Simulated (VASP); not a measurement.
# Mo (P6_3/mmc) in VASP: relaxation of cell and atoms with PBE

Aim: the relaxation of cell and atoms of Mo with PBE.

All numbers are computed with VASP 6.6.1; they aren't measurements. Logs are shortened: lines on timing, memory, paths and dates and some standing lists are left out, and cuts for length are marked.

### 1 The cell of the first run

Symmetry: P6_3/mmc, No. 194, hexagonal system. Conventional cell: a = 2.825 Å, b = 2.825 Å, c = 4.577 Å, α = 90.00°, β = 90.00°, γ = 120.00°. Mo (site symmetry -6m2) has 12 Mo at 2.81 to 2.83 Å within 3.7 Å.

This isn't the form of Mo at room conditions, which is bcc.

### 2 Relaxation of cell and atoms, PBE

Contents of INCAR:

```
SYSTEM = Mo
PREC = Accurate
ENCUT = 500
EDIFF = 1E-7
ISMEAR = -1
SIGMA = 0.05
LREAL = .False.
LASPH = .True.
NELM = 120
ALGO = Normal
ISIF = 3
LWAVE = .False.
LCHARG = .False.
GGA = PE
IBRION = 2
NSW = 60
EDIFFG = -0.005
GGA_COMPAT = .False.
NELMIN = 4
```

Contents of KPOINTS:

```
regular mesh
0
Gamma
  17 17 9
  0 0 0
```

Contents of POSCAR:

```
Mo
1.0
    2.8252342238      0.0000000000      0.0000000000
   -1.4126171119      2.4467246095      0.0000000000
    0.0000000000      0.0000000000      4.5768794426
Mo
2
Direct
    0.3333333333      0.6666666667      0.2500000000
    0.6666666667      0.3333333333      0.7500000000
```

Potentials or basis: VASP PAW PBE potentials, release 64 (Mo_sv).

Run with:

```sh
cat potpaw_PBE.64/Mo_sv/POTCAR > POTCAR
mpirun -np 1 vasp_std > vasp.out
```

OUTCAR:

```text
SYSTEM = Mo
   PREC = Accurate
   ENCUT = 500
   EDIFF = 1E-7
   ISMEAR = -1
   LREAL = .False.
   LASPH = .True.
   NELM = 120
   ISIF = 3
   GGA = PE
   IBRION = 2
   NSW = 60
   EDIFFG = -0.005
   NELMIN = 4

 ion  position               nearest neighbor table
   1  0.333  0.667  0.250-   2 2.81   2 2.81   2 2.81   2 2.81   2 2.81   2 2.81
   2  0.667  0.333  0.750-   1 2.81   1 2.81   1 2.81   1 2.81   1 2.81   1 2.81

  LATTYP: Found a hexagonal cell.
 ALAT       =     2.8252342238
 C/A-ratio  =     1.6200000000

  Lattice vectors:

 A1 = (   2.8252342238,   0.0000000000,   0.0000000000)
 A2 = (  -1.4126171119,   2.4467246095,   0.0000000000)
 A3 = (   0.0000000000,   0.0000000000,   4.5768794426)

Analysis of symmetry for initial positions (statically):
=====================================================================
 Subroutine PRICEL returns:
 Original cell was already a primitive cell.

 Routine SETGRP: Setting up the symmetry group for a
 hexagonal supercell.

 Subroutine GETGRP returns: Found 24 space group operations
 (whereof 12 operations were pure point group operations)
 out of a pool of 24 trial point group operations.

The static configuration has the point symmetry D_3d.
 The point group associated with its full space group is D_6h.

Analysis of symmetry for dynamics (positions and initial velocities):
=====================================================================
 Subroutine PRICEL returns:
 Original cell was already a primitive cell.

 Routine SETGRP: Setting up the symmetry group for a
 hexagonal supercell.

 Subroutine GETGRP returns: Found 24 space group operations
 (whereof 12 operations were pure point group operations)
 out of a pool of 24 trial point group operations.

The dynamic configuration has the point symmetry D_3d.
 The point group associated with its full space group is D_6h.

 Subroutine INISYM returns: Found 24 space group operations
 (whereof 12 operations are pure point group operations),
 and found     1 'primitive' translations

----------------------------------------------------------------------------------------

                                     Primitive cell

  volume of cell :      31.6380

  direct lattice vectors                    reciprocal lattice vectors
     2.825234224  0.000000000  0.000000000     0.353952954  0.204354833  0.000000000
    -1.412617112  2.446724609  0.000000000     0.000000000  0.408709667  0.000000000
     0.000000000  0.000000000  4.576879443     0.000000000  0.000000000  0.218489478

  length of vectors
     2.825234224  2.825234224  4.576879443     0.408709667  0.408709667  0.218489478

  position of ions in fractional coordinates (direct lattice)
     0.333333333  0.666666667  0.250000000
     0.666666667  0.333333333  0.750000000

  ion indices of the primitive-cell ions
   primitive index   ion index
                 1           1
                 2           2

----------------------------------------------------------------------------------------

 KPOINTS: regular mesh

Automatic generation of k-mesh.
 Grid dimensions read from file:
 generate k-points for:   17   17    9

 Generating k-lattice:

  Cartesian coordinates                     Fractional coordinates (reciprocal lattice)
     0.020820762  0.012020873  0.000000000     0.058823529  0.000000000  0.000000000
     0.000000000  0.024041745  0.000000000     0.000000000  0.058823529  0.000000000
     0.000000000  0.000000000  0.024276609     0.000000000  0.000000000  0.111111111

  Length of vectors
     0.024041745  0.024041745  0.024276609

  Shift w.r.t. Gamma in fractional coordinates (k-lattice)
     0.000000000  0.000000000  0.000000000

 Subroutine IBZKPT returns following result:
 ===========================================

 Found    165 irreducible k-points:

 Following reciprocal coordinates:
            Coordinates               Weight
  0.000000  0.000000  0.000000      1.000000
  0.058824  0.000000  0.000000      6.000000
  0.117647  0.000000  0.000000      6.000000
  0.176471  0.000000  0.000000      6.000000
  0.235294  0.000000  0.000000      6.000000
  0.294118  0.000000  0.000000      6.000000
[... 16 lines left out ...]
  0.411765  0.117647  0.000000     12.000000
  0.176471  0.176471  0.000000      6.000000
 [... further k-points ...]
   k-points           NKPTS =    165   k-points in BZ     NKDIM =    165   number of bands    NBANDS=     18
   number of dos      NEDOS =    301   number of ions     NIONS =      2
   total plane-waves  NPLWV =  20736
   dimension x,y,z NGX =    24 NGY =   24 NGZ =   36
   dimension x,y,z NGXF=    48 NGYF=   48 NGZF=   72
   ions per type =               2
   NGX,Y,Z   is equivalent  to a cutoff of  14.12, 14.12, 13.08 a.u.
   NGXF,Y,Z  is equivalent  to a cutoff of  28.24, 28.24, 26.15 a.u.
 SYSTEM =  Mo
   PREC   = accura    normal or accurate (medium, high low for compatibility)
   ISTART =      0    job   : 0-new  1-cont  2-samecut
   ICHARG =      2    charge: 1-file 2-atom 10-const
   ISPIN  =      1    spin polarized calculation?
   LNONCOLLINEAR =      F non collinear calculations
   LSORBIT =      F    spin-orbit coupling
   LASPH  =      T    aspherical Exc in radial PAW
   ENCUT  =  500.0 eV  36.75 Ry    6.06 a.u.   5.15  5.15  8.34*2*pi/ulx,y,z
   NELM   =    120;   NELMIN=  4; NELMDL= -5     # of ELM steps
   EDIFF  = 0.1E-06   stopping-criterion for ELM
   LREAL  =      F    real-space projection
   EDIFFG = -.5E-02   stopping-criterion for IOM
   NSW    =     60    number of steps for IOM
   IBRION =      2    ionic relax: 0-MD 1-quasi-New 2-CG
   NFREE  =      1    steps in history (QN), initial steepest desc. (CG)
   ISIF   =      3    stress and relaxation
   ISYM   =      2    0-nonsym 1-usesym 2-fastsym
   POTIM  = 0.5000    time-step for ionic-motion
   TEBEG  =    0.0;   TEEND  =   0.0 temperature during run
   PSTRESS=    0.0 pullay stress
   NELECT =      28.0000    total number of electrons
   NUPDOWN=      -1.0000    fix difference up-down
   EMIN   =  10.00;   EMAX   =-10.00  energy-range for DOS
   EFERMI =   0.00;   METHOD = LEGACY
   ISMEAR =    -1;   SIGMA  =   0.05  broadening in eV -4-tet -1-fermi 0-gaus
   EFERMI_NEDOS =   21; number of points for ismear=-14 and -15
   IALGO  =     38    algorithm
   IMIX   =      4    mixing-type and parameters
     AMIX     =   0.40;   BMIX     =  1.00
     AMIX_MAG =   1.60;   BMIX_MAG =  1.00
  volume/ion in A,a.u.               =      15.82       106.75
  Fermi-wavevector in a.u.,A,eV,Ry     =   1.571778  2.970229 33.612998  2.470486
  Thomas-Fermi vector in A             =   2.673311
   LORBIT       =      0    0 simple, 1 ext, 2 COOP (PROOUT), +10 PAW based schemes
   GGA     = PE    functional components
   LHFCALC =     F    Hartree Fock is set to
   AEXX    =    0.0000 exact exchange contribution
   IVDW    =     0    specifies the selected vdW correction
   LEPSILON=     F    determine dielectric tensor
   LRPA    =     F    only Hartree local field effects (RPA)
 conjugate gradient relaxation of ions
 non-spin polarized calculation
  energy-cutoff  :      500.00
  volume of cell :       31.64
 maximum number of plane-waves:       815
 NGX is ok and might be reduce to    24
   NGX = 11   NGY = 11   NGZ = 17

--------------------------------------- Ionic step        1  -------------------------------------------

 number of electron      28.0000005 magnetization

 Free energy of the ion-electron system (eV)
  ---------------------------------------------------
  ext. energy  EPLUGINS =         0.00000000
  ---------------------------------------------------
  free energy    TOTEN  =       -20.93989315 eV

  energy without entropy =      -20.91388096  energy(sigma->0) =      -20.92688705

------------------------ aborting loop because EDIFF is reached ----------------------------------------

  FORCE on cell =-STRESS in cart. coord.  units (eV):
  Direction    XX          YY          ZZ          XY          YZ          ZX
  --------------------------------------------------------------------------------------
  -------------------------------------------------------------------------------------
  Total        0.4161920      0.4161920      1.0642013      0.0000000      0.0000000      0.0000000
  in kB       21.0763448     21.0763448     53.8921277      0.0000000      0.0000000      0.0000000
  external PRESSURE =      32.0149391 kB  Pullay stress =       0.0000000 kB
[... 89 lines left out ...]
  FREE ENERGIE OF THE ION-ELECTRON SYSTEM (eV)
  ---------------------------------------------------
  free  energy   TOTEN  =       -20.9467327999 eV

  energy  without entropy=      -20.9197417141  energy(sigma->0) =      -20.93323726

[... ionic steps 4 to 9 ...]

--------------------------------------- Ionic step       10  -------------------------------------------

 number of electron      27.9999992 magnetization

------------------------ aborting loop because EDIFF is reached ----------------------------------------

  FORCE on cell =-STRESS in cart. coord.  units (eV):
  Direction    XX          YY          ZZ          XY          YZ          ZX
  --------------------------------------------------------------------------------------
  -------------------------------------------------------------------------------------
  Total       -0.0207544     -0.0207544     -0.2246083      0.0000000      0.0000000     -0.0000000
  in kB       -1.0275629     -1.0275629    -11.1204686      0.0000000      0.0000000     -0.0000000
  external PRESSURE =      -4.3918648 kB  Pullay stress =       0.0000000 kB
[... 57 lines left out ...]
  energy  without entropy=      -20.9871430757  energy(sigma->0) =      -20.99766828

--------------------------------------- Ionic step       12  -------------------------------------------

 number of electron      27.9999994 magnetization

 Free energy of the ion-electron system (eV)
  ---------------------------------------------------
  ext. energy  EPLUGINS =         0.00000000
  ---------------------------------------------------
  free energy    TOTEN  =       -21.00819863 eV

  energy without entropy =      -20.98717713  energy(sigma->0) =      -20.99768788

 E-fermi :  11.7884     XC(G=0): -13.1872

 val. band max:       11.7785483678   @ k =   0.3529   0.0588   0.1111
 cond. band min:      11.7914515998   @ k =   0.1176   0.0000   0.3333
 fundamental gap:      0.0129032320
 Fermi energy:        11.7883612691

 k-point     1 :       0.0000    0.0000    0.0000
  band No.  band energies     occupation
      1     -49.0662      2.00000
      2     -48.9123      2.00000
      3     -23.6193      2.00000
      4     -22.5831      2.00000
      5     -22.4223      2.00000
      6     -22.4223      2.00000
[... 10 lines left out ...]
     17      13.2313      0.00000
     18      13.2313      0.00000
[... 466 lines left out ...]
      2     -48.8062      2.00000
      3     -23.3017      2.00000
      4     -23.1597      2.00000
      5     -23.1594      2.00000
      6     -22.6939      2.00000
[... 10 lines left out ...]
     17      14.3464      0.00000
     18      15.1436      0.00000

 [... further k-points ...]
[... 5 lines left out ...]
  --------------------------------------------------------------------------------------
  -------------------------------------------------------------------------------------
  Total       -0.0003255     -0.0003255     -0.0051889     -0.0000000     -0.0000000      0.0000000
  in kB       -0.0161554     -0.0161554     -0.2575239     -0.0000000     -0.0000000      0.0000000
  external PRESSURE =      -0.0966116 kB  Pullay stress =       0.0000000 kB
[... 17 lines left out ...]
  FREE ENERGIE OF THE ION-ELECTRON SYSTEM (eV)
  ---------------------------------------------------
  free  energy   TOTEN  =       -21.0081986333 eV

  energy  without entropy=      -20.9871771265  energy(sigma->0) =      -20.99768788

 reached required accuracy - stopping structural energy minimisation
```

Run time: 26 min. Hardware: 1 thread of AMD EPYC 7R13, shared host; peak memory 0.19 GiB.

What came out:

| Item | Value |
| --- | --- |
| Free energy | -21.0082 eV |
| Relaxed volume | 16.14 Å³/atom |
| Relaxed cell | a = 2.759 Å, b = 2.759 Å, c = 4.899 Å, α = 90.00°, β = 90.00°, γ = 120.00° |
| Space group after relaxing (to 0.1 Å) | P6_3/mmc (No. 194) |
| Energy gained by relaxing | 34.2 meV/atom |
| Ionic steps | 12 |
| Pressure after relaxing | 0.0 GPa |
| Band gap on the k mesh | zero (bands 14 and 15 overlap by 1.81 eV) |

Step by step:
```csv
step,energy change (eV),largest force (eV/Å),pressure (GPa),volume (Å³)
1,0.0000,0.0000,3.20,31.64
2,0.0093,0.0000,-6.96,33.10
3,-0.0068,0.0000,-1.01,32.21
4,-0.0251,0.0000,-1.66,32.35
5,-0.0634,0.0000,-2.66,32.70
6,-0.0637,0.0000,-2.60,32.61
7,-0.0652,0.0000,-2.66,32.65
8,-0.0503,0.0000,5.44,31.67
9,-0.0679,0.0000,-0.49,32.37
10,-0.0679,0.0000,-0.44,32.36
11,-0.0683,0.0000,0.05,32.27
12,-0.0683,0.0000,-0.01,32.28
```

Final structure:
```
Mo
1.0
     2.75853    0.00000    0.00000
    -1.37926    2.38896    0.00000
     0.00000    0.00000    4.89874
Mo
2
Direct
  0.33333 0.66667 0.25000
  0.66667 0.33333 0.75000
```
